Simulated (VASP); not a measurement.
# Al5N (P6/mmm) in VASP: single point with PBE

Aim: the single point of Al5N with PBE.

Program: VASP 6.6.1. These are calculated values, not measurements. Logs are shortened: lines on timing, memory, paths and dates and some standing lists are left out, and cuts for length are marked.

### 1 The cell of the first run

The structure is hexagonal, space group P6/mmm (No. 191). Conventional cell: a = 4.589 Å, b = 4.589 Å, c = 5.236 Å, α = 90.00°, β = 90.00°, γ = 120.00°. Within 3.4 Å of Al (site symmetry 3m) lie 8 Al at 2.57 to 2.97 Å and 3 N at 2.94 Å. Within 3.5 Å of Al (site symmetry 6/mmm) lie 2 N at 2.62 Å and 12 Al at 2.97 Å. N (site symmetry 6/mmm) has 14 Al at 2.62 to 2.94 Å within 3.5 Å.

### 2 Single point, PBE

File POSCAR:

```
Al5N
1.0
    4.5889010603      0.0000000000      0.0000000000
   -2.2944505301      3.9741048936      0.0000000000
    0.0000000000      0.0000000000      5.2361125753
Al N
5 1
Direct
    0.6666666667      0.3333333333      0.7453132286
    0.0000000000      0.0000000000      0.0000000000
    0.6666666667      0.3333333333      0.2546867714
    0.3333333333      0.6666666667      0.2546867714
    0.3333333333      0.6666666667      0.7453132286
    0.0000000000      0.0000000000      0.5000000000
```

File INCAR.step1:

```
  ALGO = Normal
  EDIFF = 1E-7
  ENCUT = 520
  GGA = PE
  ISIF = 2
  ISMEAR = 0
  LASPH = T
  LCHARG = T
  LREAL = F
  LWAVE = F
  NBANDS = 19
  NELM = 80
  PREC = Accurate
  SIGMA = 0.1
```

File KPOINTS.step1:

```
k-points
0
Gamma
  12 12 8
```

File INCAR.step2:

```
  ALGO = Normal
  EDIFF = 1E-7
  ENCUT = 520
  GGA = PE
  ICHARG = 11
  ISIF = 2
  ISMEAR = -5
  LASPH = T
  LCHARG = F
  LORBIT = 11
  LREAL = F
  LWAVE = F
  NEDOS = 1001
  NELM = 80
  PREC = Accurate
  SIGMA = 0.1
```

File KPOINTS.step2:

```
k-points
0
Gamma
  18 18 12
```

Potentials or basis: VASP PAW PBE potentials, release 64 (Al, N).

The run is started by

```sh
$ cat potpaw_PBE.64/Al/POTCAR potpaw_PBE.64/N/POTCAR > POTCAR
$ cp INCAR.step1 INCAR
$ cp KPOINTS.step1 KPOINTS
$ mpirun -np 1 vasp_std > vasp.out
$ cp INCAR.step2 INCAR
$ cp KPOINTS.step2 KPOINTS
$ mpirun -np 1 vasp_std > vasp.out
```

OUTCAR:

```text
EDIFF = 1E-7
   ENCUT = 520
   GGA = PE
   ICHARG = 11
   ISIF = 2
   ISMEAR = -5
   LASPH = T
   LORBIT = 11
   LREAL = F
   NELM = 80
   PREC = Accurate

 ion  position               nearest neighbor table
   1  0.667  0.333  0.745-   3 2.57   5 2.65   5 2.65   5 2.65   3 2.67   2 2.97   2 2.97   2 2.97

   2  0.000  0.000  0.000-   1 2.97   3 2.97   4 2.97   5 2.97   4 2.97   5 2.97   1 2.97   3 2.97
                             1 2.97   3 2.97   4 2.97   5 2.97
   3  0.667  0.333  0.255-   1 2.57   4 2.65   4 2.65   4 2.65   1 2.67   2 2.97   2 2.97   2 2.97

   4  0.333  0.667  0.255-   5 2.57   3 2.65   3 2.65   3 2.65   5 2.67   2 2.97   2 2.97   2 2.97

   5  0.333  0.667  0.745-   4 2.57   1 2.65   1 2.65   1 2.65   4 2.67   2 2.97   2 2.97   2 2.97

   6  0.000  0.000  0.500-

  LATTYP: Found a hexagonal cell.
 ALAT       =     4.5889010603
 C/A-ratio  =     1.1410384548

  Lattice vectors:

 A1 = (   4.5889010603,   0.0000000000,   0.0000000000)
 A2 = (  -2.2944505301,   3.9741048936,   0.0000000000)
 A3 = (   0.0000000000,   0.0000000000,   5.2361125753)

Analysis of symmetry for initial positions (statically):
=====================================================================
 Subroutine PRICEL returns:
 Original cell was already a primitive cell.

 Routine SETGRP: Setting up the symmetry group for a
 hexagonal supercell.

 Subroutine GETGRP returns: Found 24 space group operations
 (whereof 24 operations were pure point group operations)
 out of a pool of 24 trial point group operations.

The static configuration has the point symmetry D_6h.

Analysis of symmetry for dynamics (positions and initial velocities):
=====================================================================
 Subroutine PRICEL returns:
 Original cell was already a primitive cell.

 Routine SETGRP: Setting up the symmetry group for a
 hexagonal supercell.

 Subroutine GETGRP returns: Found 24 space group operations
 (whereof 24 operations were pure point group operations)
 out of a pool of 24 trial point group operations.

The dynamic configuration has the point symmetry D_6h.

 Subroutine INISYM returns: Found 24 space group operations
 (whereof 24 operations are pure point group operations),
 and found     1 'primitive' translations
[... 121 lines left out ...]
   EFERMI_NEDOS =   21; number of points for ismear=-14 and -15
   IALGO  =     38    algorithm
   IMIX   =      4    mixing-type and parameters
     AMIX     =   0.40;   BMIX     =  1.00
     AMIX_MAG =   1.60;   BMIX_MAG =  1.00
  volume/ion in A,a.u.               =      15.91       107.40
  Fermi-wavevector in a.u.,A,eV,Ry     =   0.972223  1.837235 12.860462  0.945217
  Thomas-Fermi vector in A             =   2.102504
   LORBIT       =     11    0 simple, 1 ext, 2 COOP (PROOUT), +10 PAW based schemes
   GGA     = PE    functional components
   LHFCALC =     F    Hartree Fock is set to
   AEXX    =    0.0000 exact exchange contribution
   IVDW    =     0    specifies the selected vdW correction
   LEPSILON=     F    determine dielectric tensor
   LRPA    =     F    only Hartree local field effects (RPA)
 non-spin polarized calculation
 Fermi weights with tetrahedron method with Bloechl corrections
  energy-cutoff  :      520.00
  volume of cell :       95.49
 maximum number of plane-waves:      2611
 NGX is ok and might be reduce to    36

 number of electron      19.9999998 magnetization

 Free energy of the ion-electron system (eV)
  ---------------------------------------------------
  ext. energy  EPLUGINS =         0.00000000
  ---------------------------------------------------
  free energy    TOTEN  =       -22.56439438 eV

  energy without entropy =      -22.56439438  energy(sigma->0) =      -22.56439438

 E-fermi :   6.9568     XC(G=0): -10.1375

 val. band max:        7.0674089397   @ k =   0.4444   0.1111   0.5000
 cond. band min:       6.8414990248   @ k =   0.1111   0.1111   0.4167
 fundamental gap:     -0.2259099149
 Fermi energy:         6.9568249104

 k-point     1 :       0.0000    0.0000    0.0000
  band No.  band energies     occupation
      1      -6.4969      2.00000
      2      -2.2474      2.00000
      3       1.0818      2.00000
      4       2.6641      2.00000
      5       4.0373      2.00000
      6       4.0373      2.00000
      7       4.9719      2.00000
      8       4.9719      2.00000
      9       5.4241      2.00000
     10       6.5858      2.00000
     11       7.7063      0.00000
     12       7.7064      0.00000
     13       8.4516      0.00000
     14       8.8527      0.00000
[... 377 lines left out ...]
      1      -6.1114      2.00000
      2      -1.6225      2.00000
      3       0.0212      2.00000
      4       1.9949      2.00000
      5       2.6262      2.00000
      6       3.2545      2.00000
      7       4.0611      2.00000
      8       4.4226      2.00000
      9       5.2269      2.00000
     10       6.2845      2.00000
     11       7.2945     -0.10803
     12       7.4640      0.00000
     13       8.3635      0.00000
     14       9.2519      0.00000

 [... further k-points ...]
[... 5 lines left out ...]
  --------------------------------------------------------------------------------------
  -------------------------------------------------------------------------------------
  Total        0.1800376      0.1800376      0.2127674      0.0000000      0.0000000     -0.0000000
  in kB        3.0207649      3.0207649      3.5699221      0.0000000      0.0000000     -0.0000000
  external PRESSURE =       3.2038173 kB  Pullay stress =       0.0000000 kB

 VOLUME and BASIS-vectors are now :
 -----------------------------------------------------------------------------
  energy-cutoff  :      520.00
  volume of cell :       95.49
      direct lattice vectors                 reciprocal lattice vectors
     4.588901060  0.000000000  0.000000000     0.217917098  0.125814495  0.000000000
    -2.294450530  3.974104894  0.000000000     0.000000000  0.251628990  0.000000000
     0.000000000  0.000000000  5.236112575     0.000000000  0.000000000  0.190981379

 POSITION                                       TOTAL-FORCE (eV/Angst)
 -----------------------------------------------------------------------------------
      2.29445      1.32470      3.90254         0.000000     -0.000000     -0.043086
      0.00000      0.00000      0.00000         0.000000     -0.000000     -0.000000
      2.29445      1.32470      1.33357         0.000000      0.000000      0.043086
     -0.00000      2.64940      1.33357        -0.000000      0.000000      0.043086
     -0.00000      2.64940      3.90254        -0.000000      0.000000     -0.043086
      0.00000      0.00000      2.61806         0.000000     -0.000000     -0.000000
 -----------------------------------------------------------------------------------
    total drift:                                0.000000     -0.000000     -0.000000

  FREE ENERGIE OF THE ION-ELECTRON SYSTEM (eV)
  ---------------------------------------------------
  free  energy   TOTEN  =       -22.5643943845 eV

  energy  without entropy=      -22.5643943845  energy(sigma->0) =      -22.56439438

 total charge

# of ion       s       p       d       tot
------------------------------------------
    1        0.486   0.311   0.000   0.796
    2        0.445   0.268   0.000   0.712
    3        0.486   0.311   0.000   0.796
    4        0.486   0.311   0.000   0.796
    5        0.486   0.311   0.000   0.796
    6        1.349   2.038   0.000   3.387
--------------------------------------------------
tot          3.736   3.548   0.000   7.284
```

OSZICAR.step1:

```text
N       E                     dE             d eps       ncg     rms          rms(c)
DAV:   1     0.326786224557E+02    0.32679E+02   -0.73539E+03  3618   0.841E+02
DAV:   2    -0.193318903147E+02   -0.52011E+02   -0.49196E+02  4722   0.131E+02
DAV:   3    -0.235829924414E+02   -0.42511E+01   -0.41412E+01  4485   0.333E+01
DAV:   4    -0.236396317840E+02   -0.56639E-01   -0.56542E-01  4486   0.435E+00
DAV:   5    -0.236402527064E+02   -0.62092E-03   -0.62086E-03  4315   0.489E-01    0.706E+00
DAV:   6    -0.249163783046E+02   -0.12761E+01   -0.20195E+01  4857   0.205E+01    0.110E+01
DAV:   7    -0.225695874008E+02    0.23468E+01   -0.86690E+00  4958   0.966E+00    0.207E+00
DAV:   8    -0.225816603428E+02   -0.12073E-01   -0.69496E-01  3820   0.435E+00    0.779E-01
DAV:   9    -0.225681532698E+02    0.13507E-01   -0.44956E-02  4246   0.912E-01    0.297E-01
DAV:  10    -0.225683303231E+02   -0.17705E-03   -0.12862E-02  4701   0.521E-01    0.292E-01
DAV:  11    -0.225672466932E+02    0.10836E-02   -0.39033E-03  4462   0.258E-01    0.633E-02
DAV:  12    -0.225672808531E+02   -0.34160E-04   -0.37521E-04  3888   0.108E-01    0.310E-02
DAV:  13    -0.225672837252E+02   -0.28721E-05   -0.61256E-06  4694   0.163E-02    0.282E-02
DAV:  14    -0.225672769393E+02    0.67860E-05   -0.12128E-05  4078   0.160E-02    0.613E-03
DAV:  15    -0.225672768798E+02    0.59433E-07   -0.37641E-07  4032   0.400E-03
   1 F= -.22567277E+02 E0= -.22557614E+02  d E =-.193268E-01
```

Run time: 5.8 min. Hardware: 1 thread of Intel Xeon Platinum 8259CL at 2.50GHz (Skylake/Cascade Lake), shared host; peak memory 0.43 GiB.

What came out:

```yaml
Valence_electrons_inside_the_program's_atomic_spheres: Al 0.80, 0.71 (each value once); N 3.39
```

Levels at points of the mesh, in eV from the Fermi level:
```
           k point  band 7  band 8  band 9  band 10  band 11  band 12  band 13  band 14
(0.00, 0.00, 0.00)   -1.98   -1.98   -1.53    -0.37     0.75     0.75     1.49     1.90
(0.50, 0.00, 0.00)   -3.38   -3.15   -0.74    -0.71     0.08     0.68     0.74     3.12
(0.00, 0.00, 0.50)   -1.01   -1.01   -0.59    -0.59    -0.46    -0.46    -0.42    -0.20
(0.50, 0.00, 0.50)   -3.09   -2.98   -0.04     0.27     0.70     1.54     2.65     3.12
```

Caveat: the highest band is partly filled, so the run has too few bands.
